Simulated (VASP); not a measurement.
Set up this calculation in VASP 6.6.1, as the native input.

```
Task                   : electric field gradients
Functional             : LDA
Potentials or basis    : VASP PAW LDA potentials, release 64 (Sn_d, Ir)
Cutoff                 : 520 eV
k mesh                 : 10 × 10 × 10
Occupations            : fermi-dirac, width 0.03 eV
Spin                   : no spin polarisation
Dipole correction      : no
Further INCAR settings : ALGO = Normal; EDIFF = 1e-08; NBANDS = 26
```

The structure of Sn2Ir lies in POSCAR:

```
Sn2Ir
1.0
    0.0000000000      3.2107021507      3.2107021507
    3.2107021507      0.0000000000      3.2107021507
    3.2107021507      3.2107021507      0.0000000000
Sn Ir
2 1
Direct
    0.2500000000      0.2500000000      0.2500000000
    0.7500000000      0.7500000000      0.7500000000
    0.0000000000      0.0000000000      0.0000000000
```

This cell differs from its parent crystal: volume scaled by 1.04.

One way to write it, as run:

INCAR

```
SYSTEM = Sn2Ir
  PREC = Accurate
  ENCUT = 520
  EDIFF = 1E-8
  ISMEAR = -1
  SIGMA = 0.03
  LREAL = .FALSE.
  LASPH = .TRUE.
  NELM = 80
  ALGO = Normal
  ISIF = 2
  LWAVE = .FALSE.
  LCHARG = .FALSE.
  LEFG = .TRUE.
  NBANDS = 26
```

KPOINTS

```
regular mesh
0
G
  10 10 10
  0 0 0
```

Potentials or basis: VASP PAW LDA potentials, release 64 (Sn_d, Ir).

Command:

```bash
$ cat potpaw_LDA.64/Sn_d/POTCAR potpaw_LDA.64/Ir/POTCAR > POTCAR
$ mpirun -np 1 vasp_std > vasp.out
```

Results of the run:

| Item | Value |
| --- | --- |
| Pressure | -6.3 GPa |

Caveat: without QUAD_EFG the Cq values of the log hold for a quadrupole moment of 1 mb, not for the nuclei.

Run time: 31 s on 1 thread of Intel(R) Xeon(R) 6975P-C (Granite Rapids) (shared host), peak memory 0.21 GiB.
